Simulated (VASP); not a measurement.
Here is a VASP 6.6.1 calculation.

The input INCAR:

```
SYSTEM = Sc4Ta
PREC = Accurate
ENCUT = 520
EDIFF = 1E-6
ISMEAR = 0
SIGMA = 0.1
LREAL = .FALSE.
LASPH = .TRUE.
NELM = 80
ALGO = Fast
ISIF = 2
LWAVE = .FALSE.
LCHARG = .FALSE.
GGA = PE
NBANDS = 36
```

KPOINTS

```
regular mesh
0
G
  8 8 8
  0 0 0
```

Contents of POSCAR:

```
Sc4Ta
1.0
    4.8776219345      0.0000000000      0.0000000000
    0.0000000000      4.8776219345      0.0000000000
    0.0000000000      0.0000000000      4.8776219345
Sc Ta
4 1
Direct
    0.0000000000      0.5000000000      0.5000000000
    0.5000000000      0.0000000000      0.5000000000
    0.5000000000      0.5000000000      0.0000000000
    0.5000000000      0.5000000000      0.5000000000
    0.0000000000      0.0000000000      0.0000000000
```

Potentials or basis: VASP PAW PBE potentials, release 64 (Sc_sv, Ta_pv).

The run is started by

```sh
$ cat potpaw_PBE.64/Sc_sv/POTCAR potpaw_PBE.64/Ta_pv/POTCAR > POTCAR
$ mpirun -np 1 vasp_std > vasp.out
```

Task: Estimate the pressure.

Result: 0.2 GPa.
